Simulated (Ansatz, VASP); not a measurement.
# BaHfO3: VASP beside Ansatz

```
Ba Hf O
1.0
     4.38798    0.00000    0.00000
    -2.19399    3.80010    0.00000
     0.00000    0.00000    5.95343
Ba Hf O
1 1 3
Direct
  0.00000 0.00000 0.50000
  0.00000 0.00000 0.00000
  0.50000 0.00000 0.00000
  0.00000 0.50000 0.00000
  0.50000 0.50000 0.00000
```

Alike in both runs: task relaxation of cell and atoms; functional PBE; k mesh 6 × 6 × 4; occupations gaussian, width 0.1 eV; no spin polarisation.

|  | VASP | Ansatz |
| --- | --- | --- |
| version | VASP 6.6.1 | Ansatz 0.2.0 |
| potentials or method | VASP PAW PBE potentials, release 64 (Ba_sv, Hf_pv, O), cutoff 600 eV | scalar-relativistic, plane waves, PAW |
| valence electrons in the cell | 38 | 54 |

Ansatz gave:

* gap on the k mesh at the Fermi level, each at its own relaxed structure (eV): none
* relaxed volume (Å³/atom): 22.40
* relaxed cell length with the largest relative difference (Å): 4.327

Which values does VASP return?

gap on the k mesh at the Fermi level, each at its own relaxed structure (eV): none; relaxed volume (Å³/atom): 22.16; relaxed cell length with the largest relative difference (Å): 4.309.

A gap of «none» marks a metal or a gap that the smearing closes. VASP's potentials hold 38 valence electrons a cell and Ansatz's 54, so a difference there can come from the potentials and not from the codes.

Spin-orbit coupling is off throughout.
